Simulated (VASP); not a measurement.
# Mo (Pm-3m) in VASP: notebook, part 2 of 2

VASP 6.6.1. Earlier steps stand in the parts before.

### 4 Relaxation of cell and atoms, PBE, target pressure 200 GPa, at which the enthalpy is minimised

This run uses another cell than the first one, of 11.28 Å³/atom.

INCAR reads:

```
SYSTEM = Mo
ALGO = Normal
EDIFF = 1E-6
EDIFFG = -0.005
ENCUT = 600
GGA = PE
IBRION = 2
ISIF = 3
ISMEAR = -1
LASPH = .True.
LCHARG = .False.
LREAL = .False.
LWAVE = .False.
NELM = 80
NSW = 60
PREC = Accurate
PSTRESS = 2000.0
SIGMA = 0.05
```

KPOINTS reads:

```
k-points
0
Gamma
  17 17 17
  0 0 0
```

POSCAR reads:

```
Mo
1.0
    2.2428177645      0.0000000000      0.0000000000
    0.0000000000      2.2428177645      0.0000000000
    0.0000000000      0.0000000000      2.2428177645
Mo
1
Direct
    0.0000000000      0.0000000000      0.0000000000
```

Potentials or basis: VASP PAW PBE potentials, release 64 (Mo_sv).

On the command line:

```console
$ cat potpaw_PBE.64/Mo_sv/POTCAR > POTCAR
$ mpirun -np 1 vasp_std > vasp.out
```

OUTCAR:

```text
SYSTEM = Mo
   EDIFF = 1E-6
   EDIFFG = -0.005
   ENCUT = 600
   GGA = PE
   IBRION = 2
   ISIF = 3
   ISMEAR = -1
   LASPH = .True.
   LREAL = .False.
   NELM = 80
   NSW = 60
   PREC = Accurate
   PSTRESS = 2000.0

 ion  position               nearest neighbor table
   1  0.000  0.000  0.000-

  LATTYP: Found a simple cubic cell.
 ALAT       =     2.2428177645

  Lattice vectors:

 A1 = (   2.2428177645,   0.0000000000,   0.0000000000)
 A2 = (   0.0000000000,   2.2428177645,   0.0000000000)
 A3 = (   0.0000000000,   0.0000000000,   2.2428177645)

Analysis of symmetry for initial positions (statically):
=====================================================================
 Subroutine PRICEL returns:
 Original cell was already a primitive cell.

 Routine SETGRP: Setting up the symmetry group for a
 simple cubic supercell.

 Subroutine GETGRP returns: Found 48 space group operations
 (whereof 48 operations were pure point group operations)
 out of a pool of 48 trial point group operations.

The static configuration has the point symmetry O_h .

Analysis of symmetry for dynamics (positions and initial velocities):
=====================================================================
 Subroutine PRICEL returns:
 Original cell was already a primitive cell.

 Routine SETGRP: Setting up the symmetry group for a
 simple cubic supercell.

 Subroutine GETGRP returns: Found 48 space group operations
 (whereof 48 operations were pure point group operations)
 out of a pool of 48 trial point group operations.

The dynamic configuration has the point symmetry O_h .

 Subroutine INISYM returns: Found 48 space group operations
 (whereof 48 operations are pure point group operations),
 and found     1 'primitive' translations

----------------------------------------------------------------------------------------

                                     Primitive cell

  volume of cell :      11.2819

  direct lattice vectors                    reciprocal lattice vectors
     2.242817764  0.000000000  0.000000000     0.445867701  0.000000000  0.000000000
     0.000000000  2.242817764  0.000000000     0.000000000  0.445867701  0.000000000
     0.000000000  0.000000000  2.242817764     0.000000000  0.000000000  0.445867701

  length of vectors
     2.242817764  2.242817764  2.242817764     0.445867701  0.445867701  0.445867701

  position of ions in fractional coordinates (direct lattice)
     0.000000000  0.000000000  0.000000000

  ion indices of the primitive-cell ions
   primitive index   ion index
                 1           1

----------------------------------------------------------------------------------------

 KPOINTS: k-points

Automatic generation of k-mesh.
 Grid dimensions read from file:
 generate k-points for:   17   17   17

 Generating k-lattice:

  Cartesian coordinates                     Fractional coordinates (reciprocal lattice)
     0.026227512  0.000000000  0.000000000     0.058823529  0.000000000  0.000000000
[... 44 lines left out ...]
   dimension x,y,z NGX =    18 NGY =   18 NGZ =   18
   dimension x,y,z NGXF=    36 NGYF=   36 NGZF=   36
   ions per type =               1
   NGX,Y,Z   is equivalent  to a cutoff of  13.34, 13.34, 13.34 a.u.
   NGXF,Y,Z  is equivalent  to a cutoff of  26.68, 26.68, 26.68 a.u.
 SYSTEM =  Mo
   PREC   = accura    normal or accurate (medium, high low for compatibility)
   ISTART =      0    job   : 0-new  1-cont  2-samecut
   ICHARG =      2    charge: 1-file 2-atom 10-const
   ISPIN  =      1    spin polarized calculation?
   LNONCOLLINEAR =      F non collinear calculations
   LSORBIT =      F    spin-orbit coupling
   LASPH  =      T    aspherical Exc in radial PAW
   ENCUT  =  600.0 eV  44.10 Ry    6.64 a.u.   4.48  4.48  4.48*2*pi/ulx,y,z
   NELM   =     80;   NELMIN=  2; NELMDL= -5     # of ELM steps
   EDIFF  = 0.1E-05   stopping-criterion for ELM
   LREAL  =      F    real-space projection
   EDIFFG = -.5E-02   stopping-criterion for IOM
   NSW    =     60    number of steps for IOM
   IBRION =      2    ionic relax: 0-MD 1-quasi-New 2-CG
   NFREE  =      1    steps in history (QN), initial steepest desc. (CG)
   ISIF   =      3    stress and relaxation
   ISYM   =      2    0-nonsym 1-usesym 2-fastsym
   POTIM  = 0.5000    time-step for ionic-motion
   TEBEG  =    0.0;   TEEND  =   0.0 temperature during run
   PSTRESS= 2000.0 pullay stress
   NELECT =      14.0000    total number of electrons
   NUPDOWN=      -1.0000    fix difference up-down
   EMIN   =  10.00;   EMAX   =-10.00  energy-range for DOS
   EFERMI =   0.00;   METHOD = LEGACY
   ISMEAR =    -1;   SIGMA  =   0.05  broadening in eV -4-tet -1-fermi 0-gaus
   EFERMI_NEDOS =   21; number of points for ismear=-14 and -15
   IALGO  =     38    algorithm
   IMIX   =      4    mixing-type and parameters
     AMIX     =   0.40;   BMIX     =  1.00
     AMIX_MAG =   1.60;   BMIX_MAG =  1.00
  volume/ion in A,a.u.               =      11.28        76.13
  Fermi-wavevector in a.u.,A,eV,Ry     =   1.759234  3.324470 42.108712  3.094903
  Thomas-Fermi vector in A             =   2.828236
   LORBIT       =      0    0 simple, 1 ext, 2 COOP (PROOUT), +10 PAW based schemes
   GGA     = PE    functional components
   LHFCALC =     F    Hartree Fock is set to
   AEXX    =    0.0000 exact exchange contribution
   IVDW    =     0    specifies the selected vdW correction
   LEPSILON=     F    determine dielectric tensor
   LRPA    =     F    only Hartree local field effects (RPA)
 conjugate gradient relaxation of ions
 non-spin polarized calculation
  energy-cutoff  :      600.00
  volume of cell :       11.28
 maximum number of plane-waves:       389
 NGX is ok and might be reduce to    18
   NGX =  9   NGY =  9   NGZ =  9

--------------------------------------- Ionic step        1  -------------------------------------------

 number of electron      14.0000003 magnetization

 Free energy of the ion-electron system (eV)
  ---------------------------------------------------
  ext. energy  EPLUGINS =         0.00000000
  ---------------------------------------------------
  free energy    TOTEN  =        -6.87814848 eV

  energy without entropy =       -6.86912897  energy(sigma->0) =       -6.87363873

------------------------ aborting loop because EDIFF is reached ----------------------------------------

  FORCE on cell =-STRESS in cart. coord.  units (eV):
  Direction    XX          YY          ZZ          XY          YZ          ZX
  --------------------------------------------------------------------------------------
  -------------------------------------------------------------------------------------
  Total       15.0186454     15.0186454     15.0186454      0.0000000      0.0000000     -0.0000000
  in kB     2132.8454311   2132.8454311   2132.8454311      0.0000000      0.0000000     -0.0000000
  external PRESSURE =     132.8454311 kB  Pullay stress =    2000.0000000 kB
[... 98 lines left out ...]
--------------------------------------- Ionic step        4  -------------------------------------------

 number of electron      14.0000005 magnetization

 Free energy of the ion-electron system (eV)
  ---------------------------------------------------
  ext. energy  EPLUGINS =         0.00000000
  ---------------------------------------------------
  free energy    TOTEN  =        -7.09912893 eV

  energy without entropy =       -7.09005879  energy(sigma->0) =       -7.09459386

 E-fermi :  18.0676     XC(G=0): -15.0803

 val. band max:       18.0571049563   @ k =   0.4118   0.4118   0.1176
 cond. band min:      18.0830859604   @ k =   0.4706   0.4706   0.1765
 fundamental gap:      0.0259810040
 Fermi energy:        18.0676287116

 k-point     1 :       0.0000    0.0000    0.0000
  band No.  band energies     occupation
      1     -44.0110      2.00000
      2     -15.4214      2.00000
      3     -15.4214      2.00000
      4     -15.4214      2.00000
      5      10.6529      2.00000
      6      10.9901      2.00000
      7      10.9901      2.00000
      8      24.7751      0.00000
      9      24.7751      0.00000
     10      24.7751      0.00000
     11      37.7444      0.00000
[... 309 lines left out ...]
 k-point    24 :       0.4706    0.1176    0.0000
  band No.  band energies     occupation
      1     -43.0616      2.00000
      2     -19.8905      2.00000
      3     -15.5855      2.00000
      4     -14.8814      2.00000
      5      13.1010      2.00000
      6      14.9670      2.00000
      7      15.4727      2.00000
      8      18.8471      0.00000
      9      21.8444      0.00000
     10      24.4780      0.00000
     11      33.0135      0.00000

 [... further k-points ...]

------------------------ aborting loop because EDIFF is reached ----------------------------------------

  FORCE on cell =-STRESS in cart. coord.  units (eV):
  Direction    XX          YY          ZZ          XY          YZ          ZX
  --------------------------------------------------------------------------------------
  -------------------------------------------------------------------------------------
  Total       14.2932762     14.2932762     14.2932762      0.0000000      0.0000000     -0.0000000
  in kB     1999.4527505   1999.4527505   1999.4527505      0.0000000      0.0000000     -0.0000000
  external PRESSURE =      -0.5472495 kB  Pullay stress =    2000.0000000 kB
[... 20 lines left out ...]
  energy  without entropy=       -7.0900587948  energy(sigma->0) =       -7.09459386

  enthalpy is  TOTEN    =         7.1980593186 eV   P V=       14.2971882464

 reached required accuracy - stopping structural energy minimisation
```

It took 38 s on 1 thread of Intel Xeon Platinum 8259CL at 2.50GHz (Skylake/Cascade Lake), shared host; peak memory 0.15 GiB.

Results:

```
Free energy                                                : -7.0991 eV
Relaxed volume                                             : 11.45 Å³/atom
Relaxed cell                                               : a = 2.254 Å, b = 2.254 Å, c = 2.254 Å, α = 90.00°, β = 90.00°, γ = 90.00°
Space group after relaxing (to 0.1 Å)                      : Pm-3m (No. 221)
Energy change on relaxing (the run minimises the enthalpy) : -221.0 meV/atom
Ionic steps                                                : 4
Pressure after relaxing                                    : 199.9 GPa
Band gap on the k mesh                                     : zero (bands 7 and 8 overlap by 3.50 eV)
```

Step by step:
```csv
step,energy change (eV),largest force (eV/Å),pressure (GPa),volume (Å³)
1,0.0000,0.0000,213.28,11.28
2,-1.5932,0.0000,115.61,12.88
3,-0.2337,0.0000,199.23,11.46
4,-0.2210,0.0000,199.95,11.45
```

Final structure:
```
Mo
1.0
     2.25412    0.00000    0.00000
     0.00000    2.25412    0.00000
     0.00000    0.00000    2.25412
Mo
1
Direct
  0.00000 0.00000 0.00000
```

Caveat: the cell is relaxed towards a set pressure, so the run minimises the enthalpy, not the energy.

### 5 Relaxation of cell and atoms, PBE, target pressure 200 GPa, at which the enthalpy is minimised

INCAR reads:

```
ALGO = Normal
EDIFF = 1E-6
EDIFFG = -0.005
ENCUT = 600
GGA = PE
IBRION = 2
ISIF = 3
ISMEAR = -1
LASPH = True
LCHARG = False
LREAL = False
LWAVE = False
NELM = 60
NSW = 32
PREC = Accurate
PSTRESS = 2000.0
SIGMA = 0.05
```

KPOINTS reads:

```
k-points
0
Gamma
  17 17 17
```

POSCAR reads:

```
Mo
1.0
    2.2503697853      0.0000000000      0.0000000000
    0.0000000000      2.2503697853      0.0000000000
    0.0000000000      0.0000000000      2.2503697853
Mo
1
Direct
    0.0000000000      0.0000000000      0.0000000000
```

On the command line:

```console
$ cat potpaw_PBE.64/Mo_sv/POTCAR > POTCAR
$ mpirun -np 1 vasp_std > vasp.out
```

Wall time 39 s (1 thread of Intel Xeon Platinum 8259CL at 2.50GHz (Skylake/Cascade Lake), shared host); peak memory 0.14 GiB.

The run converged. Its results:

* Free energy: -7.0985 eV
* Relaxed volume: 11.45 Å³/atom
* Relaxed cell: a = 2.254 Å, b = 2.254 Å, c = 2.254 Å, α = 90.00°, β = 90.00°, γ = 90.00°
* Space group after relaxing (to 0.1 Å): Pm-3m (No. 221)
* Energy change on relaxing (the run minimises the enthalpy): -71.2 meV/atom
* Ionic steps: 4
* Pressure after relaxing: 200.0 GPa
* Band gap on the k mesh: zero (bands 7 and 8 overlap by 3.50 eV)

The path:
| step | energy change (eV) | largest force (eV/Å) | pressure (GPa) | volume (Å³) |
| --- | --- | --- | --- | --- |
| 1 | 0.0000 | 0.0000 | 204.30 | 11.40 |
| 2 | -0.5928 | 0.0000 | 168.29 | 11.91 |
| 3 | -0.0726 | 0.0000 | 199.93 | 11.45 |
| 4 | -0.0712 | 0.0000 | 199.97 | 11.45 |

Final structure:
```
Mo
1.0
     2.25408    0.00000    0.00000
     0.00000    2.25408    0.00000
     0.00000    0.00000    2.25408
Mo
1
Direct
  0.00000 0.00000 0.00000
```

Levels at points of the mesh, in eV from the Fermi level:
| k point | band 4 | band 5 | band 6 | band 7 | band 8 | band 9 | band 10 | band 11 |
| --- | --- | --- | --- | --- | --- | --- | --- | --- |
| (0.00, 0.00, 0.00) | -33.49 | -7.41 | -7.08 | -7.08 | 6.71 | 6.71 | 6.71 | 19.68 |

Caveat: the cell is relaxed towards a set pressure, so the run minimises the enthalpy, not the energy.

### 6 Summary

| task | cell | cutoff (eV) | gap on the mesh (eV) | pressure (GPa) |
| --- | --- | --- | --- | --- |
| single point | a = 2.250 Å, 1 atom | 520 | none | 204.6 |
| relaxation of cell and atoms | relaxed to 200 GPa from a = 2.243 Å, 1 atom | 600 | none | 199.9 |
| relaxation of cell and atoms | relaxed to 200 GPa from a = 2.250 Å, 1 atom | 600 | none | 200.0 |

Alike in all rows: level PBE; potentials or basis VASP PAW PBE potentials, release 64 (Mo_sv); no spin polarisation; k mesh 17 × 17 × 17; smearing fermi-dirac 0.05 eV.

Caveats: the cell is relaxed towards a set pressure, so the run minimises the enthalpy, not the energy (at least some runs); the cell stands under pressure (at least some runs).

Absolute energies hang on the potentials; compare differences alone.
